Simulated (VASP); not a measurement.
# Al2Ru (I4/mmm) in VASP: a series of runs

Al2Ru is run at these levels: r2SCAN; tasks: single point.

Everything below comes from runs of VASP 6.6.1. Logs are shortened: lines on timing, memory, paths and dates and some standing lists are left out, and cuts for length are marked.

## (1) The cell of the first run

It takes space group I4/mmm (No. 139, tetragonal). Conventional cell: a = 3.059 Å, b = 3.059 Å, c = 8.591 Å, α = 90.00°, β = 90.00°, γ = 90.00°. Within 3.4 Å of Al (site symmetry 4mm) lie 5 Ru at 2.55 to 2.94 Å and 9 Al at 2.68 to 3.06 Å. Within 3.4 Å of Ru (site symmetry 4/mmm) lie 10 Al at 2.55 to 2.94 Å and 4 Ru at 3.06 Å.

## (2) Single point, r2SCAN

POSCAR

```
Al2Ru
1.0
    3.0593840995      0.0000000000      0.0000000000
    0.0000000000      3.0593840995      0.0000000000
    0.0000000000      0.0000000000      8.5909236075
Al Ru
4 2
Direct
    0.5000000000      0.5000000000      0.1576521512
    0.0000000000      0.0000000000      0.3423478488
    0.0000000000      0.0000000000      0.6576521512
    0.5000000000      0.5000000000      0.8423478488
    0.0000000000      0.0000000000      0.0000000000
    0.5000000000      0.5000000000      0.5000000000
```

INCAR.step1

```
ALGO = Normal ; EDIFF = 1E-4
ENCUT = 520 ; GGA = PE
ISMEAR = 0 ; LASPH = True
LCHARG = False ; LREAL = False
LWAVE = True ; NBANDS = 29
NELM = 100 ; PREC = Accurate
SIGMA = 0.1
```

INCAR.step2

```
ALGO = Normal ; EDIFF = 1E-7
ENCUT = 520 ; ISIF = 2
ISMEAR = 0 ; ISTART = 1
LASPH = True ; LCHARG = True
LELF = True ; LMIXTAU = True
LREAL = False ; LVHAR = True
LWAVE = False ; METAGGA = R2SCAN
NBANDS = 29 ; NELM = 100
PREC = Accurate ; SIGMA = 0.1
```

KPOINTS

```
k-points
0
Gamma
  12 12 4
```

Potentials or basis: VASP PAW PBE potentials, release 64 (Al, Ru_pv).

Started as:

```
$ cat potpaw_PBE.64/Al/POTCAR potpaw_PBE.64/Ru_pv/POTCAR > POTCAR
$ cp INCAR.step1 INCAR
$ mpirun -np 1 vasp_std > vasp.out
$ cp INCAR.step2 INCAR
$ mpirun -np 1 vasp_std > vasp.out
```

OUTCAR:

```text
EDIFF = 1E-7
   ENCUT = 520
   ISIF = 2
   ISMEAR = 0
   ISTART = 1
   LASPH = True
   LREAL = False
   METAGGA = R2SCAN
   NELM = 100
   PREC = Accurate

 ion  position               nearest neighbor table
   1  0.500  0.500  0.158-   5 2.55   5 2.55   5 2.55   5 2.55   2 2.68   2 2.68   2 2.68   2 2.68
                             4 2.71   6 2.94
   2  0.000  0.000  0.342-   6 2.55   6 2.55   6 2.55   6 2.55   1 2.68   1 2.68   1 2.68   1 2.68
                             3 2.71   5 2.94
   3  0.000  0.000  0.658-   6 2.55   6 2.55   6 2.55   6 2.55   4 2.68   4 2.68   4 2.68   4 2.68
                             2 2.71   5 2.94
   4  0.500  0.500  0.842-   5 2.55   5 2.55   5 2.55   5 2.55   3 2.68   3 2.68   3 2.68   3 2.68
                             1 2.71   6 2.94
   5  0.000  0.000  0.000-   1 2.55   4 2.55   1 2.55   4 2.55   1 2.55   4 2.55   1 2.55   4 2.55
                             3 2.94   2 2.94
   6  0.500  0.500  0.500-   2 2.55   3 2.55   2 2.55   3 2.55   2 2.55   3 2.55   2 2.55   3 2.55
                             1 2.94   4 2.94

  LATTYP: Found a simple tetragonal cell.
 ALAT       =     3.0593840995
 C/A-ratio  =     2.8080565657

  Lattice vectors:

 A1 = (   3.0593840995,   0.0000000000,   0.0000000000)
 A2 = (   0.0000000000,   3.0593840995,   0.0000000000)
 A3 = (   0.0000000000,   0.0000000000,   8.5909236075)

Analysis of symmetry for initial positions (statically):
=====================================================================
 Subroutine PRICEL returns following result:

  LATTYP: Found a body centered tetragonal cell.
 ALAT       =     3.0593840995
 C/A-ratio  =     2.8080565657

  Lattice vectors:

 A1 = (  -1.5296920497,   1.5296920497,   4.2954618037)
 A2 = (   1.5296920497,  -1.5296920497,   4.2954618038)
 A3 = (   1.5296920497,   1.5296920498,  -4.2954618037)

   2 primitive cells build up your supercell.

 Routine SETGRP: Setting up the symmetry group for a
 simple tetragonal supercell.

 Subroutine GETGRP returns: Found 16 space group operations
 (whereof 16 operations were pure point group operations)
 out of a pool of 16 trial point group operations.

The static configuration has the point symmetry D_4h.

Analysis of symmetry for dynamics (positions and initial velocities):
=====================================================================
 Subroutine PRICEL returns following result:

  LATTYP: Found a body centered tetragonal cell.
[... 121 lines left out ...]
   LREAL  =      F    real-space projection
   EDIFFG = 0.1E-05   stopping-criterion for IOM
   NSW    =      0    number of steps for IOM
   IBRION =     -1    ionic relax: 0-MD 1-quasi-New 2-CG
   NFREE  =      0    steps in history (QN), initial steepest desc. (CG)
   ISIF   =      2    stress and relaxation
   ISYM   =      2    0-nonsym 1-usesym 2-fastsym
   POTIM  = 0.5000    time-step for ionic-motion
   TEBEG  =    0.0;   TEEND  =   0.0 temperature during run
   PSTRESS=    0.0 pullay stress
   NELECT =      40.0000    total number of electrons
   NUPDOWN=      -1.0000    fix difference up-down
   EMIN   =  10.00;   EMAX   =-10.00  energy-range for DOS
   EFERMI =   0.00;   METHOD = LEGACY
   ISMEAR =     0;   SIGMA  =   0.10  broadening in eV -4-tet -1-fermi 0-gaus
   EFERMI_NEDOS =   21; number of points for ismear=-14 and -15
   IALGO  =     38    algorithm
   IMIX   =      4    mixing-type and parameters
     AMIX     =   0.40;   BMIX     =  1.00
     AMIX_MAG =   1.60;   BMIX_MAG =  1.00
  volume/ion in A,a.u.               =      13.40        90.44
  Fermi-wavevector in a.u.,A,eV,Ry     =   1.297156  2.451269 22.893349  1.682614
  Thomas-Fermi vector in A             =   2.428566
   LORBIT       =      0    0 simple, 1 ext, 2 COOP (PROOUT), +10 PAW based schemes
   METAGGA = R2SCAN    functional components
   LHFCALC =     F    Hartree Fock is set to
   AEXX    =    0.0000 exact exchange contribution
   IVDW    =     0    specifies the selected vdW correction
   LEPSILON=     F    determine dielectric tensor
   LRPA    =     F    only Hartree local field effects (RPA)
 non-spin polarized calculation
 Gauss-broadening in eV      SIGMA  =   0.10
  energy-cutoff  :      520.00
  volume of cell :       80.41
 maximum number of plane-waves:      2192
 NGX is ok and might be reduce to    24

 number of electron      40.0000008 magnetization

 Free energy of the ion-electron system (eV)
  ---------------------------------------------------
  ext. energy  EPLUGINS =         0.00000000
  ---------------------------------------------------
  free energy    TOTEN  =       -82.27362136 eV

  energy without entropy =      -82.27251203  energy(sigma->0) =      -82.27306670

 E-fermi :  11.0070     XC(G=0): -12.9727

 val. band max:       11.0034643796   @ k =   0.2500   0.2500   0.0000
 cond. band min:      11.0369373397   @ k =   0.3333   0.3333   0.0000
 fundamental gap:      0.0334729601
 Fermi energy:        11.0070374916

 k-point     1 :       0.0000    0.0000    0.0000
  band No.  band energies     occupation
      1     -33.1020      2.00000
      2     -33.1020      2.00000
      3     -33.1019      2.00000
      4     -33.1019      2.00000
      5     -33.0821      2.00000
      6     -33.0795      2.00000
[... 757 lines left out ...]
     28      16.3189      0.00000
     29      16.4336      0.00000

 [... further k-points ...]

------------------------ aborting loop because EDIFF is reached ----------------------------------------

  FORCE on cell =-STRESS in cart. coord.  units (eV):
  Direction    XX          YY          ZZ          XY          YZ          ZX
  --------------------------------------------------------------------------------------
  -------------------------------------------------------------------------------------
  Total        3.6779422      3.6779422     -0.0765033      0.0000000      0.0000000      0.0000000
  in kB       73.2837391     73.2837391     -1.5243432      0.0000000      0.0000000      0.0000000
  external PRESSURE =      48.3477117 kB  Pullay stress =       0.0000000 kB

 VOLUME and BASIS-vectors are now :
 -----------------------------------------------------------------------------
  energy-cutoff  :      520.00
  volume of cell :       80.41
      direct lattice vectors                 reciprocal lattice vectors
     3.059384099  0.000000000  0.000000000     0.326863175  0.000000000  0.000000000
     0.000000000  3.059384099  0.000000000     0.000000000  0.326863175  0.000000000
     0.000000000  0.000000000  8.590923608     0.000000000  0.000000000  0.116401920

 POSITION                                       TOTAL-FORCE (eV/Angst)
 -----------------------------------------------------------------------------------
      1.52969      1.52969      1.35438        -0.000000      0.000000      0.016113
      0.00000      0.00000      2.94108         0.000000     -0.000000     -0.016113
      0.00000      0.00000      5.64984         0.000000     -0.000000      0.016113
      1.52969      1.52969      7.23655         0.000000      0.000000     -0.016113
      0.00000      0.00000      0.00000         0.000000     -0.000000      0.000000
      1.52969      1.52969      4.29546         0.000000     -0.000000      0.000000
 -----------------------------------------------------------------------------------
    total drift:                                0.000000      0.000000      0.000000

  FREE ENERGIE OF THE ION-ELECTRON SYSTEM (eV)
  ---------------------------------------------------
  free  energy   TOTEN  =       -82.2736213555 eV

  energy  without entropy=      -82.2725120346  energy(sigma->0) =      -82.27306670
```

OSZICAR.step1:

```text
N       E                     dE             d eps       ncg     rms          rms(c)
DAV:   1     0.293349644465E+03    0.29335E+03   -0.21192E+04  5376   0.130E+03
DAV:   2    -0.280468687879E+02   -0.32140E+03   -0.30987E+03  5227   0.348E+02
DAV:   3    -0.387571886133E+02   -0.10710E+02   -0.10538E+02  5994   0.608E+01
DAV:   4    -0.389018430041E+02   -0.14465E+00   -0.14451E+00  5647   0.675E+00
DAV:   5    -0.389051175021E+02   -0.32745E-02   -0.32743E-02  5989   0.105E+00    0.190E+01
DAV:   6    -0.378432412593E+02    0.10619E+01   -0.10620E+01  5487   0.229E+01    0.483E+00
DAV:   7    -0.374223059904E+02    0.42094E+00   -0.32033E+00  5477   0.124E+01    0.471E+00
DAV:   8    -0.372826155141E+02    0.13969E+00   -0.36749E-01  5448   0.468E+00    0.792E-01
DAV:   9    -0.372773882638E+02    0.52273E-02   -0.15607E-02  5777   0.692E-01    0.411E-01
DAV:  10    -0.372771338338E+02    0.25443E-03   -0.77269E-03  5432   0.620E-01    0.224E-01
DAV:  11    -0.372767310452E+02    0.40279E-03   -0.20881E-03  5443   0.343E-01    0.477E-02
DAV:  12    -0.372767233318E+02    0.77134E-05   -0.51384E-05  2806   0.518E-02
   1 F= -.37276723E+02 E0= -.37275816E+02  d E =-.181443E-02
```

It took 15 min on 1 thread of Intel Xeon 8259CL, shared host; peak memory 0.3 GiB.

What came out:

```
Free energy   : -82.2736 eV
Pressure      : 4.8 GPa
Largest force : 0.016 eV/Å
```

Forces on the atoms (eV/Å):
```
Al   0.000  0.000  0.016
Al   0.000  0.000 -0.016
Al   0.000  0.000  0.016
Al   0.000  0.000 -0.016
Ru   0.000  0.000  0.000
Ru   0.000  0.000  0.000
```

Stress tensor (GPa, compression positive):
```
 7.33  0.00  0.00
 0.00  7.33  0.00
 0.00  0.00 -0.15
```

Levels at points of the mesh, in eV from the Fermi level:
```
           k point  band 16  band 17  band 18  band 19  band 20  band 21  band 22  band 23  band 24  band 25
(0.00, 0.00, 0.00)    -2.21    -1.83    -1.83    -1.10    -1.08     2.16     3.72     3.72     4.76     6.08
(0.50, 0.00, 0.00)    -2.96    -2.87    -2.87    -1.65    -1.65     0.64     0.64     2.88     2.88     4.91
(0.50, 0.50, 0.00)    -3.33    -1.21    -1.21    -0.50    -0.50     0.53     0.53     1.74     1.74     2.09
(0.00, 0.00, 0.50)    -2.03    -2.03    -2.03    -1.09    -1.09     3.86     3.86     4.63     4.63     4.63
(0.50, 0.00, 0.50)    -3.22    -2.87    -2.87    -1.65    -1.65     0.72     0.72     3.06     3.06     4.86
(0.50, 0.50, 0.50)    -2.04    -2.04    -2.04    -0.56    -0.56     0.53     0.53     1.52     1.52     3.35
```

Caveat: the cell stands under pressure; the PAW data sets were made with another functional, which shifts forces and pressure a little.

## (3) Single point, r2SCAN

This run uses another cell than the first one: it holds 3 atoms, not 6.

POSCAR

```
Al2Ru
1.0
   -1.5065640215      1.5065640215      4.0685280237
    1.5065640215     -1.5065640215      4.0685280237
    1.5065640215      1.5065640215     -4.0685280237
Al Ru
2 1
Direct
    0.6610424782      0.6610424782      0.0000000000
    0.3389575218      0.3389575218      0.0000000000
    0.0000000000      0.0000000000      0.0000000000
```

INCAR.step1

```
  PREC = Accurate
  ENCUT = 520
  ISMEAR = 0
  SIGMA = 0.1
  LREAL = F
  LASPH = T
  NELM = 60
  NBANDS = 17
  GGA = PE
  ALGO = Normal
  EDIFF = 1E-4
  LWAVE = T
  LCHARG = F
```

INCAR.step2

```
  PREC = Accurate
  ENCUT = 520
  EDIFF = 1E-7
  ISMEAR = 0
  SIGMA = 0.1
  LREAL = F
  LASPH = T
  NELM = 60
  ALGO = Normal
  ISIF = 2
  LWAVE = F
  LCHARG = T
  METAGGA = R2SCAN
  LMIXTAU = T
  LELF = T
  LVHAR = T
  NBANDS = 17
  ISTART = 1
```

KPOINTS

```
Automatic mesh
0
Gamma
  18 18 18
```

Potentials or basis: VASP PAW PBE potentials, release 64 (Al, Ru_pv).

Started as:

```
$ cat potpaw_PBE.64/Al/POTCAR potpaw_PBE.64/Ru_pv/POTCAR > POTCAR
$ cp INCAR.step1 INCAR
$ mpirun -np 1 vasp_std > vasp.out
$ cp INCAR.step2 INCAR
$ mpirun -np 1 vasp_std > vasp.out
```

OUTCAR:

```text
PREC = Accurate
   ENCUT = 520
   EDIFF = 1E-7
   ISMEAR = 0
   LREAL = F
   LASPH = T
   NELM = 60
   ISIF = 2
   METAGGA = R2SCAN
   ISTART = 1

 ion  position               nearest neighbor table
   1  0.661  0.661  0.000-   3 2.50   3 2.50   3 2.50   3 2.50   2 2.58   2 2.58   2 2.58   2 2.58
                             2 2.62   3 2.76
   2  0.339  0.339  0.000-   3 2.50   3 2.50   3 2.50   3 2.50   1 2.58   1 2.58   1 2.58   1 2.58
                             1 2.62   3 2.76
   3  0.000  0.000  0.000-   1 2.50   1 2.50   1 2.50   2 2.50   1 2.50   2 2.50   2 2.50   2 2.50
                             1 2.76   2 2.76

  LATTYP: Found a body centered tetragonal cell.
 ALAT       =     3.0131280430
 C/A-ratio  =     2.7005344384

  Lattice vectors:

 A1 = (  -1.5065640215,   1.5065640215,   4.0685280237)
 A2 = (   1.5065640215,  -1.5065640215,   4.0685280237)
 A3 = (   1.5065640215,   1.5065640215,  -4.0685280237)

Analysis of symmetry for initial positions (statically):
=====================================================================
 Subroutine PRICEL returns:
 Original cell was already a primitive cell.
[... 172 lines left out ...]

 E-fermi :  12.1181     XC(G=0): -13.4135

 val. band max:       12.0790165635   @ k =  -0.2778   0.2778   0.0000
 cond. band min:      12.1430975484   @ k =   0.5000   0.5000   0.1667
 fundamental gap:      0.0640809849
 Fermi energy:        12.1181406149

 k-point     1 :       0.0000    0.0000    0.0000
  band No.  band energies     occupation
      1     -32.0456      2.00000
      2     -32.0456      2.00000
      3     -32.0120      2.00000
      4      -0.2431      2.00000
      5       5.7307      2.00000
      6       7.5897      2.00000
[... 457 lines left out ...]
      4       0.7929      2.00000
      5       6.3462      2.00000
      6       7.6555      2.00000
[... 9 lines left out ...]
     16      21.4459      0.00000
     17      21.4883      0.00000

 [... further k-points ...]

------------------------ aborting loop because EDIFF is reached ----------------------------------------

  FORCE on cell =-STRESS in cart. coord.  units (eV):
  Direction    XX          YY          ZZ          XY          YZ          ZX
  --------------------------------------------------------------------------------------
  -------------------------------------------------------------------------------------
  Total        5.7755401      5.7755401      5.7434783      0.0000000      0.0000000      0.0000000
  in kB      250.5132483    250.5132483    249.1225723      0.0000000      0.0000000      0.0000000
  external PRESSURE =     250.0496897 kB  Pullay stress =       0.0000000 kB

 VOLUME and BASIS-vectors are now :
 -----------------------------------------------------------------------------
  energy-cutoff  :      520.00
  volume of cell :       36.94
      direct lattice vectors                 reciprocal lattice vectors
    -1.506564022  1.506564022  4.068528024     0.000000000  0.331881017  0.122894570
     1.506564022 -1.506564022  4.068528024     0.331881017  0.000000000  0.122894570
     1.506564022  1.506564022 -4.068528024     0.331881017  0.331881017  0.000000000

 POSITION                                       TOTAL-FORCE (eV/Angst)
 -----------------------------------------------------------------------------------
      0.00000      0.00000      5.37894        -0.000000     -0.000000      0.017604
      0.00000      0.00000      2.75812        -0.000000     -0.000000     -0.017604
      0.00000      0.00000      0.00000         0.000000      0.000000     -0.000000
 -----------------------------------------------------------------------------------
    total drift:                                0.000000     -0.000000      0.000000

  FREE ENERGIE OF THE ION-ELECTRON SYSTEM (eV)
  ---------------------------------------------------
  free  energy   TOTEN  =       -40.8761371292 eV

  energy  without entropy=      -40.8757653457  energy(sigma->0) =      -40.87595124
```

OUTCAR.step1:

```text
PREC = Accurate
   ENCUT = 520
   ISMEAR = 0
   LREAL = F
[... 710 lines left out ...]
      0.00000      0.00000      5.37894         0.000000      0.000000      0.086807
      0.00000      0.00000      2.75812        -0.000000     -0.000000     -0.086807
      0.00000      0.00000      0.00000         0.000000      0.000000      0.000000
 -----------------------------------------------------------------------------------
    total drift:                                0.000000     -0.000000      0.000000

  FREE ENERGIE OF THE ION-ELECTRON SYSTEM (eV)
  ---------------------------------------------------
  free  energy   TOTEN  =       -18.3057041046 eV

  energy  without entropy=      -18.3048722936  energy(sigma->0) =      -18.30528820
```

Wall time 31 min (1 thread of AMD EPYC 9R45 (Zen 5), shared host); peak memory 0.41 GiB.

Results:

```yaml
Free_energy: -40.8761 eV
Pressure: 25.0 GPa
Largest_force: 0.018 eV/Å
Band_gap_on_the_k_mesh: zero (bands 10 and 11 overlap by 0.03 eV)
```

Forces on the atoms (eV/Å):
```
Al   0.000  0.000  0.018
Al   0.000  0.000 -0.018
Ru   0.000  0.000  0.000
```

Caveat: the cell stands under pressure; the PAW data sets were made with another functional, which shifts forces and pressure a little.

(Continued in part 2 of 2.)
